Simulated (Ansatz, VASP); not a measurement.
## One calculation of Te, two programs

```xyz
2
Lattice="0.0000 3.4949 3.4949 3.4949 0.0000 3.4949 3.4949 3.4949 0.0000" Properties=species:S:1:pos:R:3 pbc="T T T"
Te    0.8737    0.8737    0.8737
Te    6.1161    6.1161    6.1161
```

Alike in both runs: task single point; functional PBE; k mesh 9 × 9 × 9; occupations fermi-dirac, width 0.1 eV; no spin polarisation.

```csv
,VASP,Ansatz
version,VASP 6.6.1,Ansatz 0.2.0
potentials or method,"VASP PAW PBE potentials, release 64 (Te), cutoff 500 eV","plane waves (420 eV) with PAW, scalar-relativistic"
valence electrons in the cell,12,32
```

```tsv
	VASP	Ansatz	Ansatz less VASP
pressure (GPa)	2.6	2.6	+0.01
```

The functional is the same, so the differences come from potentials, cutoffs and numerics. VASP's potentials hold 12 valence electrons a cell and Ansatz's 32, so a difference there can come from the potentials and not from the codes.

Neither program's run includes spin-orbit coupling.
